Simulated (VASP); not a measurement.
# AgCl (R3m) in VASP: single point with LDA

Aim: the single point of AgCl with LDA.

All numbers are computed with VASP 6.6.1; they aren't measurements. Logs are shortened: lines on timing, memory, paths and dates and some standing lists are left out, and cuts for length are marked.

### 1 The cell of the first run

The structure is trigonal, space group R3m (No. 160). The conventional cell has a = 3.786 Å, b = 3.786 Å, c = 9.274 Å, α = 90.00°, β = 90.00°, γ = 120.00°. Ag (site symmetry 3m) has 6 Cl at 2.67 to 2.69 Å within 3.5 Å. Within 3.5 Å of Cl (site symmetry 3m) lie 6 Ag at 2.67 to 2.69 Å.

### 2 Single point, LDA, non-collinear spin, zero start, spin-orbit coupling (-0.01, -0.01] A)

INCAR

```
PREC = Accurate
ENCUT = 520
EDIFF = 1E-6
ISMEAR = 0
SIGMA = 0.01
LREAL = F
LASPH = T
NELM = 150
ALGO = Normal
ISIF = 2
LWAVE = F
LCHARG = T
MAGMOM = 0 0 0 0 0 0
LORBIT = 11
LSORBIT = T
GGA_COMPAT = F
LORBMOM = T
LMAXMIX = 4
LVHAR = T
NBANDS = 30
```

KPOINTS

```
Automatic mesh
0
Gamma
  8 8 8
```

POSCAR

```
AgCl
1.0
    0.0000000000      2.6770631764      2.6770631764
    2.6770631764      0.0000000000      2.6770631764
    2.6770631764      2.6770631764      0.0000000000
Ag Cl
1 1
Direct
   -0.0018677183     -0.0018677183     -0.0018677183
    0.5000000000      0.5000000000      0.5000000000
```

Potentials or basis: VASP PAW LDA potentials, release 64 (Ag, Cl).

Command:

```bash
$ cat potpaw_LDA.64/Ag/POTCAR potpaw_LDA.64/Cl/POTCAR > POTCAR
$ mpirun -np 1 vasp_ncl > vasp.out
```

OUTCAR:

```text
PREC = Accurate
   ENCUT = 520
   EDIFF = 1E-6
   ISMEAR = 0
   LREAL = F
   LASPH = T
   NELM = 150
   ISIF = 2
   LORBIT = 11
   LSORBIT = T

 ion  position               nearest neighbor table
   1  0.998  0.998  0.998-   2 2.67   2 2.67   2 2.67   2 2.69   2 2.69   2 2.69
   2  0.500  0.500  0.500-   1 2.67   1 2.67   1 2.67   1 2.69   1 2.69   1 2.69

  LATTYP: Found a face centered cubic cell.
 ALAT       =     5.3541263528

  Lattice vectors:

 A1 = (   0.0000000000,   2.6770631764,   2.6770631764)
 A2 = (   2.6770631764,   0.0000000000,   2.6770631764)
 A3 = (   2.6770631764,   2.6770631764,   0.0000000000)

Analysis of symmetry for initial positions (statically):
=====================================================================
 Subroutine PRICEL returns:
 Original cell was already a primitive cell.

 Routine SETGRP: Setting up the symmetry group for a
 face centered cubic supercell.

 Subroutine GETGRP returns: Found  6 space group operations
 (whereof  6 operations were pure point group operations)
 out of a pool of 48 trial point group operations.

The static configuration has the point symmetry C_3v.

Analysis of symmetry for dynamics (positions and initial velocities):
=====================================================================
 Subroutine PRICEL returns:
 Original cell was already a primitive cell.

 Routine SETGRP: Setting up the symmetry group for a
 face centered cubic supercell.

 Subroutine GETGRP returns: Found  6 space group operations
 (whereof  6 operations were pure point group operations)
 out of a pool of 48 trial point group operations.

The dynamic configuration has the point symmetry C_3v.

Analysis of structural, dynamic, and magnetic symmetry:
=====================================================================
 Subroutine PRICEL returns:
 Original cell was already a primitive cell.

 Routine SETGRP: Setting up the symmetry group for a
 face centered cubic supercell.

 Subroutine GETGRP returns: Found  6 space group operations
 (whereof  6 operations were pure point group operations)
 out of a pool of 48 trial point group operations.

The overall configuration has the point symmetry C_3v.

 Subroutine INISYM returns: Found  6 space group operations
 (whereof  6 operations are pure point group operations),
 and found     1 'primitive' translations

----------------------------------------------------------------------------------------

                                     Primitive cell

  volume of cell :      38.3712

  direct lattice vectors                    reciprocal lattice vectors
     0.000000000  2.677063176  2.677063176    -0.186771834  0.186771834  0.186771834
     2.677063176  0.000000000  2.677063176     0.186771834 -0.186771834  0.186771834
     2.677063176  2.677063176  0.000000000     0.186771834  0.186771834 -0.186771834

  length of vectors
     3.785939051  3.785939051  3.785939051     0.323498306  0.323498306  0.323498306

  position of ions in fractional coordinates (direct lattice)
     0.998132282  0.998132282  0.998132282
     0.500000000  0.500000000  0.500000000

  ion indices of the primitive-cell ions
   primitive index   ion index
                 1           1
                 2           2

----------------------------------------------------------------------------------------

 KPOINTS: Automatic mesh

Automatic generation of k-mesh.
 Grid dimensions read from file:
 generate k-points for:    8    8    8

 Generating k-lattice:

  Cartesian coordinates                     Fractional coordinates (reciprocal lattice)
    -0.023346479  0.023346479  0.023346479     0.125000000  0.000000000  0.000000000
     0.023346479 -0.023346479  0.023346479     0.000000000  0.125000000  0.000000000
[... 98 lines left out ...]

 number of electron      18.0000002 magnetization      -0.0000000     -0.0000000      0.0000000

 number of electron      18.0000002 magnetization       0.0000000      0.0000000      0.0000000

 Free energy of the ion-electron system (eV)
  ---------------------------------------------------
  ext. energy  EPLUGINS =         0.00000000
  ---------------------------------------------------
  free energy    TOTEN  =        -6.81506495 eV

  energy without entropy =       -6.81506495  energy(sigma->0) =       -6.81506495

 E-fermi :   5.0941     XC(G=0): -10.9804

 val. band max:        5.0541327529   @ k =   0.5000   0.5000   0.5000
 cond. band min:       5.6713928521   @ k =   0.0000   0.0000   0.0000
 fundamental gap:      0.6172600992
 Fermi energy:         5.0941044565

 k-point     1 :       0.0000    0.0000    0.0000
  band No.  band energies     occupation
      1     -10.7952      1.00000
      2     -10.7952      1.00000
      3       1.7022      1.00000
      4       1.7022      1.00000
      5       1.7035      1.00000
      6       1.7035      1.00000
[... 781 lines left out ...]
     29      18.8356      0.00000
     30      18.8383      0.00000

 [... further k-points ...]

------------------------ aborting loop because EDIFF is reached ----------------------------------------

  FORCE on cell =-STRESS in cart. coord.  units (eV):
  Direction    XX          YY          ZZ          XY          YZ          ZX
  --------------------------------------------------------------------------------------
  -------------------------------------------------------------------------------------
  Total       -0.0009178     -0.0009178     -0.0009178     -0.0006179     -0.0006179     -0.0006179
  in kB       -0.0383218     -0.0383218     -0.0383218     -0.0257985     -0.0257985     -0.0257985
  external PRESSURE =      -0.0383218 kB  Pullay stress =       0.0000000 kB

 VOLUME and BASIS-vectors are now :
 -----------------------------------------------------------------------------
  energy-cutoff  :      520.00
  volume of cell :       38.37
      direct lattice vectors                 reciprocal lattice vectors
     0.000000000  2.677063176  2.677063176    -0.186771834  0.186771834  0.186771834
     2.677063176  0.000000000  2.677063176     0.186771834 -0.186771834  0.186771834
     2.677063176  2.677063176  0.000000000     0.186771834  0.186771834 -0.186771834

 POSITION                                       TOTAL-FORCE (eV/Angst)
 -----------------------------------------------------------------------------------
      5.34413      5.34413      5.34413         0.016664      0.016664      0.016664
      2.67706      2.67706      2.67706        -0.016664     -0.016664     -0.016664
 -----------------------------------------------------------------------------------
    total drift:                                0.000075      0.000075      0.000075

  FREE ENERGIE OF THE ION-ELECTRON SYSTEM (eV)
  ---------------------------------------------------
  free  energy   TOTEN  =        -6.8150649491 eV

  energy  without entropy=       -6.8150649491  energy(sigma->0) =       -6.81506495

 orbital moment (x)

 # of ion     p       d       tot
 ----------------------------------------
  1        -0.000  -0.000  -0.000
  2        -0.000   0.000  -0.000
 ----------------------------------------
           -0.000  -0.000  -0.000

 orbital moment (y)

 # of ion     p       d       tot
 ----------------------------------------
  1         0.000   0.000   0.000
  2         0.000   0.000   0.000
 ----------------------------------------
            0.000   0.000   0.000

 orbital moment (z)

 # of ion     p       d       tot
 ----------------------------------------
  1         0.000   0.000   0.000
  2         0.000   0.000   0.000
 ----------------------------------------
            0.000   0.000   0.000

 Spin-Orbit-Coupling matrix elements

 Ion:    1  E_soc:     -0.0410532
 l=   1
     0.0000000    -0.0011279    -0.0011279
    -0.0011279     0.0000000    -0.0011279
    -0.0011279    -0.0011279     0.0000000
 l=   2
     0.0000000    -0.0011713     0.0000000    -0.0011713    -0.0045430
    -0.0011713     0.0000000    -0.0034073    -0.0011713    -0.0011358
     0.0000000    -0.0034073     0.0000000    -0.0034073     0.0000000
    -0.0011713    -0.0011713    -0.0034073     0.0000000    -0.0011358
    -0.0045430    -0.0011358     0.0000000    -0.0011358     0.0000000
 l=   3
     0.0000000     0.0000000     0.0000000     0.0000000     0.0000000     0.0000000     0.0000000
     0.0000000     0.0000000     0.0000000     0.0000000     0.0000000     0.0000000     0.0000000
     0.0000000     0.0000000     0.0000000     0.0000000     0.0000000     0.0000000     0.0000000
     0.0000000     0.0000000     0.0000000     0.0000000     0.0000000     0.0000000     0.0000000
     0.0000000     0.0000000     0.0000000     0.0000000     0.0000000     0.0000000     0.0000000
     0.0000000     0.0000000     0.0000000     0.0000000     0.0000000     0.0000000     0.0000000
     0.0000000     0.0000000     0.0000000     0.0000000     0.0000000     0.0000000     0.0000000

 Ion:    2  E_soc:     -0.0036351
 l=   1
     0.0000000    -0.0006059    -0.0006059
    -0.0006059     0.0000000    -0.0006059
    -0.0006059    -0.0006059     0.0000000
 l=   2
     0.0000000     0.0000000     0.0000000     0.0000000     0.0000000
     0.0000000     0.0000000     0.0000000     0.0000000     0.0000000
     0.0000000     0.0000000     0.0000000     0.0000000     0.0000000
     0.0000000     0.0000000     0.0000000     0.0000000     0.0000000
     0.0000000     0.0000000     0.0000000     0.0000000     0.0000000
 l=   3
     0.0000000     0.0000000     0.0000000     0.0000000     0.0000000     0.0000000     0.0000000
     0.0000000     0.0000000     0.0000000     0.0000000     0.0000000     0.0000000     0.0000000
     0.0000000     0.0000000     0.0000000     0.0000000     0.0000000     0.0000000     0.0000000
     0.0000000     0.0000000     0.0000000     0.0000000     0.0000000     0.0000000     0.0000000
     0.0000000     0.0000000     0.0000000     0.0000000     0.0000000     0.0000000     0.0000000
     0.0000000     0.0000000     0.0000000     0.0000000     0.0000000     0.0000000     0.0000000
     0.0000000     0.0000000     0.0000000     0.0000000     0.0000000     0.0000000     0.0000000

 total charge

# of ion       s       p       d       tot
------------------------------------------
    1        0.242   0.188   9.352   9.781
    2        1.601   3.451   0.000   5.052
--------------------------------------------------
tot          1.842   3.639   9.352  14.833

 magnetization (x)

# of ion       s       p       d       tot
------------------------------------------
    1        0.000  -0.000   0.000  -0.000
    2        0.000   0.000   0.000   0.000
--------------------------------------------------
tot          0.000  -0.000   0.000  -0.000

 magnetization (y)

# of ion       s       p       d       tot
------------------------------------------
    1        0.000   0.000   0.000   0.000
    2        0.000   0.000   0.000   0.000
--------------------------------------------------
tot          0.000   0.000   0.000   0.000

 magnetization (z)

# of ion       s       p       d       tot
------------------------------------------
    1        0.000  -0.000   0.000  -0.000
    2        0.000   0.000   0.000   0.000
--------------------------------------------------
tot          0.000  -0.000   0.000  -0.000
```

It took 4 min on 1 thread of Intel Xeon Platinum 8375C at 2.90GHz (Ice Lake), shared host; peak memory 0.34 GiB.

What came out:

```yaml
Free_energy: -6.8151 eV
Pressure: 0.0 GPa
Largest_force: 0.029 eV/Å
Net_moment: 0.00 μB per cell
Valence_electrons_inside_the_program's_atomic_spheres: Ag 9.78; Cl 5.05
```

Forces on the atoms (eV/Å):
```
Ag   0.017  0.017  0.017
Cl  -0.017 -0.017 -0.017
```

Moments on the atoms (μB; x, y, z):
```
Ag  0.00 0.00 0.00
Cl  0.00 0.00 0.00
```

Caveat: the cell differs from its parent crystal (-0.01, -0.01] A).
